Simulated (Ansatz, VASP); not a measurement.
One calculation of Mg, two programs

```xyz
2
Lattice="3.2639 0.0001 -0.0053 -1.6319 2.7701 0.0113 -0.0086 0.0163 5.2780" Properties=species:S:1:pos:R:3 pbc="T T T"
Mg   -0.0191    1.8544    1.3557
Mg    1.6292    0.9300    3.9585
```

Alike in both runs: task single point; functional r2SCAN; k mesh 7 × 7 × 4; no spin polarisation.

|  | VASP | Ansatz |
| --- | --- | --- |
| version | VASP 6.6.1 | Ansatz 0.2.0 |
| potentials or method | VASP PAW PBE potentials, release 64 (Mg), cutoff 520 eV | plane waves, PAW |
| occupations | fermi-dirac, width 0.1 eV | fermi-dirac |
| valence electrons in the cell | 4 | 20 |

```tsv
	VASP	Ansatz	Ansatz less VASP
pressure (GPa)	-2.0	-1.7	+0.25
traceless stress, the component that is largest in VASP (GPa)	1.50	1.49	-0.010
rms of the force components (eV/Å)	0.052	0.053	+0.0006
```

VASP's potentials were made for PBE, not for r2SCAN. Atom by atom the forces differ by 0.001 eV/Å (rms over components). VASP's potentials hold 4 valence electrons a cell and Ansatz's 20, so a difference there can come from the potentials and not from the codes. Ansatz's warnings: stress scf threshold loose.
